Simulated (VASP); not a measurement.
# C in VASP: notebook

The runs below take C through single point, relaxation of cell and atoms, with r2SCAN.

All numbers are computed with VASP 6.6.1; they aren't measurements. Logs are shortened: lines on timing, memory, paths and dates and some standing lists are left out, and cuts for length are marked.

### 1 The cell of the first run

The structure is hexagonal, space group P6/mmm (No. 191). Conventional cell: a = 6.627 Å, b = 6.627 Å, c = 1.265 Å, α = 90.00°, β = 90.00°, γ = 120.00°. C (site symmetry 6/mmm) has 2 C at 1.27 Å within 1.7 Å. C (site symmetry -6m2) has 2 C at 1.27 Å within 1.7 Å.

### 2 Single point, r2SCAN

POSCAR

```
C
1.0
    6.6270848159      0.0000000000      0.0000000000
   -3.3135424080      5.7392238036      0.0000000000
    0.0000000000      0.0000000000      1.2651144686
C
3
Direct
    0.0000000000      0.0000000000      0.0000000000
    0.3333333333      0.6666666667      0.5000000000
    0.6666666667      0.3333333333      0.5000000000
```

INCAR.step1

```
PREC = Accurate ; ENCUT = 520
ISMEAR = 0 ; SIGMA = 0.1
LREAL = F ; LASPH = T
NELM = 60 ; NBANDS = 13
GGA = PE ; ALGO = Normal
EDIFF = 1E-4 ; LWAVE = T
LCHARG = F
```

INCAR.step2

```
PREC = Accurate ; ENCUT = 520
EDIFF = 1E-6 ; ISMEAR = 0
SIGMA = 0.1 ; LREAL = F
LASPH = T ; NELM = 60
ALGO = Normal ; ISIF = 2
LWAVE = F ; LCHARG = F
METAGGA = R2SCAN ; LMIXTAU = T
NBANDS = 13 ; ISTART = 1
```

KPOINTS

```
Automatic mesh
0
Gamma
  6 6 6
```

Potentials or basis: VASP PAW PBE potentials, release 64 (C).

Started as:

```console
cat potpaw_PBE.64/C/POTCAR > POTCAR
cp INCAR.step1 INCAR
mpirun -np 1 vasp_std > vasp.out
cp INCAR.step2 INCAR
mpirun -np 1 vasp_std > vasp.out
```

OUTCAR:

```text
PREC = Accurate
   ENCUT = 520
   EDIFF = 1E-6
   ISMEAR = 0
   LREAL = F
   LASPH = T
   NELM = 60
   ISIF = 2
   METAGGA = R2SCAN
   ISTART = 1

 ion  position               nearest neighbor table
   1  0.000  0.000  0.000-
   2  0.333  0.667  0.500-
   3  0.667  0.333  0.500-

  LATTYP: Found a hexagonal cell.
 ALAT       =     6.6270848159
 C/A-ratio  =     0.1909006001

  Lattice vectors:

 A1 = (   6.6270848159,   0.0000000000,   0.0000000000)
 A2 = (  -3.3135424080,   5.7392238036,   0.0000000000)
 A3 = (   0.0000000000,   0.0000000000,   1.2651144686)

Analysis of symmetry for initial positions (statically):
=====================================================================
 Subroutine PRICEL returns:
 Original cell was already a primitive cell.

 Routine SETGRP: Setting up the symmetry group for a
 hexagonal supercell.

 Subroutine GETGRP returns: Found 24 space group operations
 (whereof 24 operations were pure point group operations)
 out of a pool of 24 trial point group operations.

The static configuration has the point symmetry D_6h.

Analysis of symmetry for dynamics (positions and initial velocities):
=====================================================================
 Subroutine PRICEL returns:
 Original cell was already a primitive cell.

 Routine SETGRP: Setting up the symmetry group for a
 hexagonal supercell.

 Subroutine GETGRP returns: Found 24 space group operations
 (whereof 24 operations were pure point group operations)
 out of a pool of 24 trial point group operations.

The dynamic configuration has the point symmetry D_6h.

 Subroutine INISYM returns: Found 24 space group operations
 (whereof 24 operations are pure point group operations),
 and found     1 'primitive' translations

----------------------------------------------------------------------------------------

                                     Primitive cell

  volume of cell :      48.1178

  direct lattice vectors                    reciprocal lattice vectors
     6.627084816  0.000000000  0.000000000     0.150895911  0.087119795  0.000000000
    -3.313542408  5.739223804  0.000000000     0.000000000  0.174239590  0.000000000
     0.000000000  0.000000000  1.265114469     0.000000000  0.000000000  0.790442308

  length of vectors
     6.627084816  6.627084816  1.265114469     0.174239590  0.174239590  0.790442308

  position of ions in fractional coordinates (direct lattice)
     0.000000000  0.000000000  0.000000000
     0.333333333  0.666666667  0.500000000
     0.666666667  0.333333333  0.500000000

  ion indices of the primitive-cell ions
   primitive index   ion index
                 1           1
                 2           2
                 3           3

----------------------------------------------------------------------------------------

 KPOINTS: Automatic mesh

Automatic generation of k-mesh.
 Grid dimensions read from file:
 generate k-points for:    6    6    6

 Generating k-lattice:

  Cartesian coordinates                     Fractional coordinates (reciprocal lattice)
     0.025149318  0.014519966  0.000000000     0.166666667  0.000000000  0.000000000
     0.000000000  0.029039932  0.000000000     0.000000000  0.166666667  0.000000000
     0.000000000  0.000000000  0.131740385     0.000000000  0.000000000  0.166666667

  Length of vectors
     0.029039932  0.029039932  0.131740385

  Shift w.r.t. Gamma in fractional coordinates (k-lattice)
     0.000000000  0.000000000  0.000000000

 Subroutine IBZKPT returns following result:
 ===========================================

 Found     28 irreducible k-points:

 Following reciprocal coordinates:
            Coordinates               Weight
  0.000000  0.000000  0.000000      1.000000
  0.166667 -0.000000  0.000000      6.000000
  0.333333 -0.000000  0.000000      6.000000
  0.500000 -0.000000  0.000000      3.000000
  0.166667  0.166667  0.000000      6.000000
  0.333333  0.166667  0.000000     12.000000
[... 16 lines left out ...]
  0.166667 -0.000000  0.500000      6.000000
  0.333333 -0.000000  0.500000      6.000000
 [... further k-points ...]
   k-points           NKPTS =     28   k-points in BZ     NKDIM =     28   number of bands    NBANDS=     13
   number of dos      NEDOS =    301   number of ions     NIONS =      3
   total plane-waves  NPLWV =  25000
   dimension x,y,z NGX =    50 NGY =   50 NGZ =   10
   dimension x,y,z NGXF=   100 NGYF=  100 NGZF=   20
   ions per type =               3
   NGX,Y,Z   is equivalent  to a cutoff of  12.54, 12.54, 13.14 a.u.
   NGXF,Y,Z  is equivalent  to a cutoff of  25.09, 25.09, 26.28 a.u.
 SYSTEM =  unknown system
   PREC   = accura    normal or accurate (medium, high low for compatibility)
   ISTART =      1    job   : 0-new  1-cont  2-samecut
   ICHARG =      0    charge: 1-file 2-atom 10-const
   ISPIN  =      1    spin polarized calculation?
   LNONCOLLINEAR =      F non collinear calculations
   LSORBIT =      F    spin-orbit coupling
   LASPH  =      T    aspherical Exc in radial PAW
   ENCUT  =  520.0 eV  38.22 Ry    6.18 a.u.  12.32 12.32  2.35*2*pi/ulx,y,z
   NELM   =     60;   NELMIN=  2; NELMDL=  0     # of ELM steps
   EDIFF  = 0.1E-05   stopping-criterion for ELM
   LREAL  =      F    real-space projection
   EDIFFG = 0.1E-04   stopping-criterion for IOM
   NSW    =      0    number of steps for IOM
   IBRION =     -1    ionic relax: 0-MD 1-quasi-New 2-CG
   NFREE  =      0    steps in history (QN), initial steepest desc. (CG)
   ISIF   =      2    stress and relaxation
   ISYM   =      2    0-nonsym 1-usesym 2-fastsym
   POTIM  = 0.5000    time-step for ionic-motion
   TEBEG  =    0.0;   TEEND  =   0.0 temperature during run
   PSTRESS=    0.0 pullay stress
   NELECT =      12.0000    total number of electrons
   NUPDOWN=      -1.0000    fix difference up-down
   EMIN   =  10.00;   EMAX   =-10.00  energy-range for DOS
   EFERMI =   0.00;   METHOD = LEGACY
   ISMEAR =     0;   SIGMA  =   0.10  broadening in eV -4-tet -1-fermi 0-gaus
   EFERMI_NEDOS =   21; number of points for ismear=-14 and -15
   IALGO  =     38    algorithm
   IMIX   =      4    mixing-type and parameters
     AMIX     =   0.40;   BMIX     =  1.00
     AMIX_MAG =   1.60;   BMIX_MAG =  1.00
  volume/ion in A,a.u.               =      16.04       108.24
  Fermi-wavevector in a.u.,A,eV,Ry     =   1.030465  1.947297 14.447468  1.061859
  Thomas-Fermi vector in A             =   2.164565
   LORBIT       =      0    0 simple, 1 ext, 2 COOP (PROOUT), +10 PAW based schemes
   METAGGA = R2SCAN    functional components
   LHFCALC =     F    Hartree Fock is set to
   AEXX    =    0.0000 exact exchange contribution
   IVDW    =     0    specifies the selected vdW correction
   LEPSILON=     F    determine dielectric tensor
   LRPA    =     F    only Hartree local field effects (RPA)
 non-spin polarized calculation
 Gauss-broadening in eV      SIGMA  =   0.10
  energy-cutoff  :      520.00
  volume of cell :       48.12
 maximum number of plane-waves:      1361
 NGX is ok and might be reduce to    50
   NGX = 25   NGY = 25   NGZ =  5

 number of electron      12.0000001 magnetization

 Free energy of the ion-electron system (eV)
  ---------------------------------------------------
  ext. energy  EPLUGINS =         0.00000000
  ---------------------------------------------------
  free energy    TOTEN  =       -27.96652131 eV

  energy without entropy =      -27.96652131  energy(sigma->0) =      -27.96652131

 E-fermi :  -2.4568     XC(G=0):  -8.0187

 val. band max:       -2.9979938453   @ k =   0.0000   0.0000   0.1667
 cond. band min:       3.5664166013   @ k =   0.5000  -0.0000   0.3333
 fundamental gap:      6.5644104466
 Fermi energy:        -2.4567830089

 k-point     1 :       0.0000    0.0000    0.0000
  band No.  band energies     occupation
      1     -17.9903      2.00000
      2     -17.7805      2.00000
      3     -17.7798      2.00000
      4      -6.3489      2.00000
      5      -6.3489      2.00000
      6      -6.3481      2.00000
      7      -6.3481      2.00000
      8      -5.5903      2.00000
      9      -5.5903      2.00000
     10       4.3197      0.00000
     11       8.3816      0.00000
     12       8.3818      0.00000
     13       8.3820      0.00000

 k-point     2 :       0.1667   -0.0000    0.0000
  band No.  band energies     occupation
      1     -17.9743      2.00000
      2     -17.7903      2.00000
      3     -17.7868      2.00000
      4      -6.5175      2.00000
      5      -6.4715      2.00000
      6      -6.1520      2.00000
      7      -6.1249      2.00000
      8      -5.6973      2.00000
      9      -5.6123      2.00000
     10       4.5652      0.00000
     11       7.8145      0.00000
     12       8.0901      0.00000
     13       8.2765      0.00000

 k-point     3 :       0.3333   -0.0000    0.0000
  band No.  band energies     occupation
      1     -17.9315      2.00000
      2     -17.8237      2.00000
      3     -17.7984      2.00000
      4      -6.6314      2.00000
      5      -6.4354      2.00000
      6      -5.9594      2.00000
      7      -5.9580      2.00000
      8      -5.9094      2.00000
      9      -5.6803      2.00000
     10       5.2313      0.00000
     11       7.1090      0.00000
     12       7.1899      0.00000
     13       8.4284      0.00000

 k-point     4 :       0.5000   -0.0000    0.0000
  band No.  band energies     occupation
      1     -17.8758      2.00000
      2     -17.8750      2.00000
      3     -17.8038      2.00000
      4      -6.6715      2.00000
      5      -6.2432      2.00000
      6      -6.2424      2.00000
      7      -5.8196      2.00000
      8      -5.7975      2.00000
      9      -5.7967      2.00000
     10       6.1616      0.00000
     11       6.1626      0.00000
     12       6.8230      0.00000
     13       8.9089      0.00000

 k-point     5 :       0.1667    0.1667    0.0000
  band No.  band energies     occupation
      1     -17.9450      2.00000
      2     -17.8044      2.00000
      3     -17.8037      2.00000
      4      -6.5395      2.00000
      5      -6.5393      2.00000
      6      -5.9795      2.00000
      7      -5.9793      2.00000
      8      -5.8873      2.00000
      9      -5.6493      2.00000
     10       5.0157      0.00000
     11       7.3563      0.00000
     12       7.3565      0.00000
     13       8.5901      0.00000
[... 257 lines left out ...]
 k-point    22 :       0.0000    0.0000    0.5000
  band No.  band energies     occupation
      1      -9.9878      2.00000
      2      -9.9814      2.00000
      3      -9.9775      2.00000
      4       9.1760      0.00000
      5       9.2967      0.00000
      6       9.4192      0.00000
      7      12.1398      0.00000
      8      12.1398      0.00000
      9      12.2282      0.00000
     10      12.2282      0.00000
     11      12.3178      0.00000
     12      12.3178      0.00000
     13      23.3704      0.00000

 k-point    23 :       0.1667   -0.0000    0.5000
  band No.  band energies     occupation
      1      -9.9871      2.00000
      2      -9.9814      2.00000
      3      -9.9781      2.00000
      4       9.1892      0.00000
      5       9.2966      0.00000
      6       9.4039      0.00000
      7      12.1346      0.00000
      8      12.1486      0.00000
      9      12.2279      0.00000
     10      12.2280      0.00000
     11      12.3108      0.00000
     12      12.3231      0.00000
     13      23.3401      0.00000

 k-point    24 :       0.3333   -0.0000    0.5000
  band No.  band energies     occupation
      1      -9.9856      2.00000
      2      -9.9814      2.00000
      3      -9.9796      2.00000
      4       9.2240      0.00000
      5       9.2963      0.00000
      6       9.3648      0.00000
      7      12.1246      0.00000
      8      12.1703      0.00000
      9      12.2272      0.00000
     10      12.2278      0.00000
     11      12.2936      0.00000
     12      12.3325      0.00000
     13      23.2737      0.00000

 [... further k-points ...]
[... 5 lines left out ...]
  --------------------------------------------------------------------------------------
  -------------------------------------------------------------------------------------
  Total        0.0117346      0.0117346     -0.0344671     -0.0000000      0.0000000      0.0000000
  in kB        0.3907282      0.3907282     -1.1476513     -0.0000000      0.0000000      0.0000000
  external PRESSURE =      -0.1220649 kB  Pullay stress =       0.0000000 kB

 VOLUME and BASIS-vectors are now :
 -----------------------------------------------------------------------------
  energy-cutoff  :      520.00
  volume of cell :       48.12
      direct lattice vectors                 reciprocal lattice vectors
     6.627084816  0.000000000  0.000000000     0.150895911  0.087119795  0.000000000
    -3.313542408  5.739223804  0.000000000     0.000000000  0.174239590  0.000000000
     0.000000000  0.000000000  1.265114469     0.000000000  0.000000000  0.790442308

 POSITION                                       TOTAL-FORCE (eV/Angst)
 -----------------------------------------------------------------------------------
      0.00000      0.00000      0.00000        -0.000000      0.000000     -0.000000
     -0.00000      3.82615      0.63256         0.000000     -0.000000      0.000000
      3.31354      1.91307      0.63256        -0.000000      0.000000     -0.000000
 -----------------------------------------------------------------------------------
    total drift:                                0.000000     -0.000000     -0.000000

  FREE ENERGIE OF THE ION-ELECTRON SYSTEM (eV)
  ---------------------------------------------------
  free  energy   TOTEN  =       -27.9665213051 eV

  energy  without entropy=      -27.9665213051  energy(sigma->0) =      -27.96652131
```

Wall time 74 s (1 thread of Intel Xeon Platinum 8259CL at 2.50GHz (Skylake/Cascade Lake), shared host); peak memory 0.16 GiB.

Results:

* Free energy: -27.9665 eV
* Pressure: 0.0 GPa
* Band gap on the k mesh: zero (band 6 reaches 9.42 eV, above the bottom of band 7 at -6.35 eV)

Caveat: the k points lie up to 0.83 Å⁻¹ apart; the PAW data sets were made with another functional, which shifts forces and pressure a little.

(Continued in part 2 of 2.)
